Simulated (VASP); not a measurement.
# ZnS (F-43m) in VASP: a series of runs, part 2 of 2

VASP 6.6.1.

## 4. Single point, PBE

This run uses another cell than the first one, of 20.12 Å³/atom, 1.085 times its volume.

Contents of INCAR:

```
PREC = Accurate ; ENCUT = 500
EDIFF = 1E-6 ; ISMEAR = 0
SIGMA = 0.01 ; LREAL = False
LASPH = True ; NELM = 120
ALGO = Normal ; ISIF = 2
LWAVE = False ; LCHARG = False
GGA = PE ; NBANDS = 16
GGA_COMPAT = False
```

Contents of KPOINTS:

```
Automatic mesh
0
Gamma
  6 6 6
```

Contents of POSCAR:

```
ZnS
1.0
    0.0000000000      2.7198945612      2.7198945612
    2.7198945612      0.0000000000      2.7198945612
    2.7198945612      2.7198945612      0.0000000000
Zn S
1 1
Direct
    0.2500000000      0.2500000000      0.2500000000
    0.0000000000      0.0000000000      0.0000000000
```

Started as:

```console
$ cat potpaw_PBE.64/Zn/POTCAR potpaw_PBE.64/S/POTCAR > POTCAR
$ mpirun -np 1 vasp_std > vasp.out
```

Wall time 12 s (1 thread of Intel Xeon 6975P-C, shared host); peak memory 0.16 GiB.

Results (log left out):

| Quantity | Value |
| --- | --- |
| Free energy | -6.8492 eV |
| Pressure | 0.3 GPa |
| Band gap on the k mesh | 2.03 eV, direct |

Levels at points of the mesh, in eV from the valence-band top:
```tsv
k point	band 5	band 6	band 7	band 8	band 9	band 10	band 11	band 12	band 13	band 14
(0.00, 0.00, 0.00)	-5.79	-5.79	0.00	0.00	0.00	2.03	6.41	6.41	6.41	11.74
(0.50, 0.00, 0.00)	-5.76	-5.59	-5.16	-0.84	-0.84	3.27	6.94	6.94	8.80	12.08
(0.50, 0.50, 0.00)	-5.72	-5.58	-4.48	-2.15	-2.15	3.45	4.07	10.84	11.83	11.83
```

## 5. Single point, PBE

This run uses another cell than the first one, of 20.91 Å³/atom, 1.128 times its volume.

Contents of INCAR:

```
SYSTEM = ZnS
PREC     = Accurate       ! precision mode
ENCUT    = 500            ! plane-wave cutoff, eV
EDIFF    = 1E-6           ! SCF threshold, eV
ISMEAR   = 0              ! smearing method
SIGMA    = 0.01           ! smearing width, eV
LREAL    = .False.        ! projectors in reciprocal space
LASPH    = .True.         ! aspherical terms in the spheres
NELM     = 120            ! most SCF steps
ALGO     = Normal         ! electronic algorithm
ISIF     = 2              ! what is computed and relaxed
LWAVE    = .False.        ! write WAVECAR
LCHARG   = .False.        ! write CHGCAR
GGA      = PE             ! functional
NBANDS   = 16             ! bands
GGA_COMPAT= .False.
```

Contents of KPOINTS:

```
Automatic mesh
0
Gamma
  6 6 6
  0 0 0
```

Contents of POSCAR:

```
ZnS
1.0
    0.0000000000      2.7549938462      2.7549938462
    2.7549938462      0.0000000000      2.7549938462
    2.7549938462      2.7549938462      0.0000000000
Zn S
1 1
Direct
    0.2500000000      0.2500000000      0.2500000000
    0.0000000000      0.0000000000      0.0000000000
```

Potentials or basis: VASP PAW PBE potentials, release 64 (Zn, S).

Started as:

```console
$ cat potpaw_PBE.64/Zn/POTCAR potpaw_PBE.64/S/POTCAR > POTCAR
$ mpirun -np 1 vasp_std > vasp.out
```

OUTCAR:

```text
SYSTEM = ZnS
   PREC = Accurate
   ENCUT = 500
   EDIFF = 1E-6
   ISMEAR = 0
   LREAL = .False.
   LASPH = .True.
   NELM = 120
   ISIF = 2
   GGA = PE

 ion  position               nearest neighbor table
   1  0.250  0.250  0.250-   2 2.39   2 2.39   2 2.39   2 2.39
   2  0.000  0.000  0.000-   1 2.39   1 2.39   1 2.39   1 2.39

  LATTYP: Found a face centered cubic cell.
 ALAT       =     5.5099876924

  Lattice vectors:

 A1 = (   0.0000000000,   2.7549938462,   2.7549938462)
 A2 = (   2.7549938462,   0.0000000000,   2.7549938462)
 A3 = (   2.7549938462,   2.7549938462,   0.0000000000)

Analysis of symmetry for initial positions (statically):
=====================================================================
 Subroutine PRICEL returns:
 Original cell was already a primitive cell.

 Routine SETGRP: Setting up the symmetry group for a
 face centered cubic supercell.

 Subroutine GETGRP returns: Found 24 space group operations
 (whereof 24 operations were pure point group operations)
 out of a pool of 48 trial point group operations.

The static configuration has the point symmetry T_d .

Analysis of symmetry for dynamics (positions and initial velocities):
=====================================================================
 Subroutine PRICEL returns:
 Original cell was already a primitive cell.

 Routine SETGRP: Setting up the symmetry group for a
 face centered cubic supercell.

 Subroutine GETGRP returns: Found 24 space group operations
 (whereof 24 operations were pure point group operations)
 out of a pool of 48 trial point group operations.

The dynamic configuration has the point symmetry T_d .

 Subroutine INISYM returns: Found 24 space group operations
 (whereof 24 operations are pure point group operations),
 and found     1 'primitive' translations

----------------------------------------------------------------------------------------

                                     Primitive cell

  volume of cell :      41.8208

  direct lattice vectors                    reciprocal lattice vectors
     0.000000000  2.754993846  2.754993846    -0.181488609  0.181488609  0.181488609
     2.754993846  0.000000000  2.754993846     0.181488609 -0.181488609  0.181488609
     2.754993846  2.754993846  0.000000000     0.181488609  0.181488609 -0.181488609

  length of vectors
     3.896149662  3.896149662  3.896149662     0.314347491  0.314347491  0.314347491

  position of ions in fractional coordinates (direct lattice)
     0.250000000  0.250000000  0.250000000
     0.000000000  0.000000000  0.000000000

  ion indices of the primitive-cell ions
   primitive index   ion index
                 1           1
                 2           2

----------------------------------------------------------------------------------------

 KPOINTS: Automatic mesh

Automatic generation of k-mesh.
 Grid dimensions read from file:
 generate k-points for:    6    6    6

 Generating k-lattice:

  Cartesian coordinates                     Fractional coordinates (reciprocal lattice)
    -0.030248101  0.030248101  0.030248101     0.166666667  0.000000000  0.000000000
     0.030248101 -0.030248101  0.030248101     0.000000000  0.166666667  0.000000000
     0.030248101  0.030248101 -0.030248101     0.000000000  0.000000000  0.166666667

  Length of vectors
     0.052391249  0.052391249  0.052391249

  Shift w.r.t. Gamma in fractional coordinates (k-lattice)
     0.000000000  0.000000000  0.000000000

 Subroutine IBZKPT returns following result:
 ===========================================

 Found     16 irreducible k-points:

 Following reciprocal coordinates:
            Coordinates               Weight
  0.000000  0.000000  0.000000      1.000000
  0.166667  0.000000  0.000000      8.000000
  0.333333  0.000000  0.000000      8.000000
  0.500000  0.000000  0.000000      4.000000
  0.166667  0.166667  0.000000      6.000000
  0.333333  0.166667  0.000000     24.000000
[... 8 lines left out ...]
 -0.333333  0.333333  0.166667     24.000000
 -0.333333  0.500000  0.166667     12.000000
   k-points           NKPTS =     16   k-points in BZ     NKDIM =     16   number of bands    NBANDS=     16
   number of dos      NEDOS =    301   number of ions     NIONS =      2
   total plane-waves  NPLWV =  21952
   dimension x,y,z NGX =    28 NGY =   28 NGZ =   28
   dimension x,y,z NGXF=    56 NGYF=   56 NGZF=   56
   ions per type =               1   1
   NGX,Y,Z   is equivalent  to a cutoff of  11.95, 11.95, 11.95 a.u.
   NGXF,Y,Z  is equivalent  to a cutoff of  23.89, 23.89, 23.89 a.u.
 SYSTEM =  ZnS
   PREC   = accura    normal or accurate (medium, high low for compatibility)
   ISTART =      0    job   : 0-new  1-cont  2-samecut
   ICHARG =      2    charge: 1-file 2-atom 10-const
   ISPIN  =      1    spin polarized calculation?
   LNONCOLLINEAR =      F non collinear calculations
   LSORBIT =      F    spin-orbit coupling
   LASPH  =      T    aspherical Exc in radial PAW
   ENCUT  =  500.0 eV  36.75 Ry    6.06 a.u.   7.10  7.10  7.10*2*pi/ulx,y,z
   NELM   =    120;   NELMIN=  2; NELMDL= -5     # of ELM steps
   EDIFF  = 0.1E-05   stopping-criterion for ELM
   LREAL  =      F    real-space projection
   EDIFFG = 0.1E-04   stopping-criterion for IOM
   NSW    =      0    number of steps for IOM
   IBRION =     -1    ionic relax: 0-MD 1-quasi-New 2-CG
   NFREE  =      0    steps in history (QN), initial steepest desc. (CG)
   ISIF   =      2    stress and relaxation
   ISYM   =      2    0-nonsym 1-usesym 2-fastsym
   POTIM  = 0.5000    time-step for ionic-motion
   TEBEG  =    0.0;   TEEND  =   0.0 temperature during run
   PSTRESS=    0.0 pullay stress
   NELECT =      18.0000    total number of electrons
   NUPDOWN=      -1.0000    fix difference up-down
   EMIN   =  10.00;   EMAX   =-10.00  energy-range for DOS
   EFERMI =   0.00;   METHOD = LEGACY
   ISMEAR =     0;   SIGMA  =   0.01  broadening in eV -4-tet -1-fermi 0-gaus
   EFERMI_NEDOS =   21; number of points for ismear=-14 and -15
   IALGO  =     38    algorithm
   IMIX   =      4    mixing-type and parameters
     AMIX     =   0.40;   BMIX     =  1.00
     AMIX_MAG =   1.60;   BMIX_MAG =  1.00
  volume/ion in A,a.u.               =      20.91       141.11
  Fermi-wavevector in a.u.,A,eV,Ry     =   1.236047  2.335790 20.787151  1.527813
  Thomas-Fermi vector in A             =   2.370672
   LORBIT       =      0    0 simple, 1 ext, 2 COOP (PROOUT), +10 PAW based schemes
   GGA     = PE    functional components
   LHFCALC =     F    Hartree Fock is set to
   AEXX    =    0.0000 exact exchange contribution
   IVDW    =     0    specifies the selected vdW correction
   LEPSILON=     F    determine dielectric tensor
   LRPA    =     F    only Hartree local field effects (RPA)
 non-spin polarized calculation
 Gauss-broadening in eV      SIGMA  =   0.01
  energy-cutoff  :      500.00
  volume of cell :       41.82
 maximum number of plane-waves:      1073
   NGX = 15   NGY = 15   NGZ = 15

 number of electron      17.9999992 magnetization

 Free energy of the ion-electron system (eV)
  ---------------------------------------------------
  ext. energy  EPLUGINS =         0.00000000
  ---------------------------------------------------
  free energy    TOTEN  =        -6.83981074 eV

  energy without entropy =       -6.83981074  energy(sigma->0) =       -6.83981074

 E-fermi :   1.6302     XC(G=0):  -9.3575

 val. band max:        1.5846107678   @ k =   0.0000   0.0000   0.0000
 cond. band min:       3.4464751208   @ k =   0.0000   0.0000   0.0000
 fundamental gap:      1.8618643530
 Fermi energy:         1.6301942735

 k-point     1 :       0.0000    0.0000    0.0000
  band No.  band energies     occupation
      1     -11.1671      2.00000
      2      -4.5437      2.00000
      3      -4.5437      2.00000
      4      -4.5437      2.00000
      5      -4.1123      2.00000
      6      -4.1123      2.00000
[... 8 lines left out ...]
     15      13.2746      0.00000
     16      13.2746      0.00000
[... 267 lines left out ...]
 k-point    16 :      -0.3333    0.5000    0.1667
  band No.  band energies     occupation
      1     -10.0633      2.00000
      2      -4.4389      2.00000
      3      -4.2892      2.00000
      4      -4.2065      2.00000
      5      -4.0910      2.00000
      6      -3.8035      2.00000
[... 8 lines left out ...]
     15      15.2837      0.00000
     16      16.1339      0.00000

------------------------ aborting loop because EDIFF is reached ----------------------------------------

  FORCE on cell =-STRESS in cart. coord.  units (eV):
  Direction    XX          YY          ZZ          XY          YZ          ZX
  --------------------------------------------------------------------------------------
  -------------------------------------------------------------------------------------
  Total       -0.5743004     -0.5743004     -0.5743004      0.0000000      0.0000000     -0.0000000
  in kB      -22.0017810    -22.0017810    -22.0017810      0.0000000      0.0000000     -0.0000000
  external PRESSURE =     -22.0017810 kB  Pullay stress =       0.0000000 kB

 VOLUME and BASIS-vectors are now :
 -----------------------------------------------------------------------------
  energy-cutoff  :      500.00
  volume of cell :       41.82
      direct lattice vectors                 reciprocal lattice vectors
     0.000000000  2.754993846  2.754993846    -0.181488609  0.181488609  0.181488609
     2.754993846  0.000000000  2.754993846     0.181488609 -0.181488609  0.181488609
     2.754993846  2.754993846  0.000000000     0.181488609  0.181488609 -0.181488609

 POSITION                                       TOTAL-FORCE (eV/Angst)
 -----------------------------------------------------------------------------------
      1.37750      1.37750      1.37750        -0.000000     -0.000000     -0.000000
      0.00000      0.00000      0.00000         0.000000      0.000000      0.000000
 -----------------------------------------------------------------------------------
    total drift:                               -0.000000     -0.000000     -0.000001

  FREE ENERGIE OF THE ION-ELECTRON SYSTEM (eV)
  ---------------------------------------------------
  free  energy   TOTEN  =        -6.8398107449 eV

  energy  without entropy=       -6.8398107449  energy(sigma->0) =       -6.83981074
```

It used 8.9 s of CPU time on 1 thread of Intel Xeon 6975P-C, with other jobs on the host.

Results:

```
Free energy            : -6.8398 eV
Pressure               : -2.2 GPa
Band gap on the k mesh : 1.86 eV, direct
```

## 6. Overview

```tsv
cell	gap on the mesh (eV)	pressure (GPa)
a = 3.743 Å, angles 60.0°, 2 atoms	2.39	7.2
a = 3.796 Å, angles 60.0°, 2 atoms	2.20	3.4
a = 3.847 Å, angles 60.0°, 2 atoms	2.03	0.3
a = 3.896 Å, angles 60.0°, 2 atoms	1.86	-2.2
```

Alike in all rows: task single point; level PBE; potentials or basis VASP PAW PBE potentials, release 64 (Zn, S); no spin polarisation; k mesh 6 × 6 × 6; cutoff (eV) 500; smearing gaussian 0.01 eV.

Absolute energies hang on the potentials; compare differences alone.

## 7. How close it comes

Step 4. A measured gap of ZnS is 3.85 eV (direct; 19 K; quoted in “Electronic, vibrational, and thermodynamic properties of ZnS (zincblende and rocksalt structure)”, 2009, arxiv:0911.5022); the calculated 2.03 eV misses it by -1.82 eV. The value is that of PBE, without temperature or zero-point motion. Semilocal functionals fall short of measured gaps as a rule.

Step 5. A measured gap of ZnS is 3.85 eV (direct; 19 K; quoted in “Electronic, vibrational, and thermodynamic properties of ZnS (zincblende and rocksalt structure)”, 2009, arxiv:0911.5022); the calculated 1.86 eV misses it by -1.99 eV. So large a miss can be the level of theory's own, or it may mean another phase, state or a wrong row. The value is that of PBE, without temperature or zero-point motion. Semilocal functionals fall short of measured gaps as a rule.
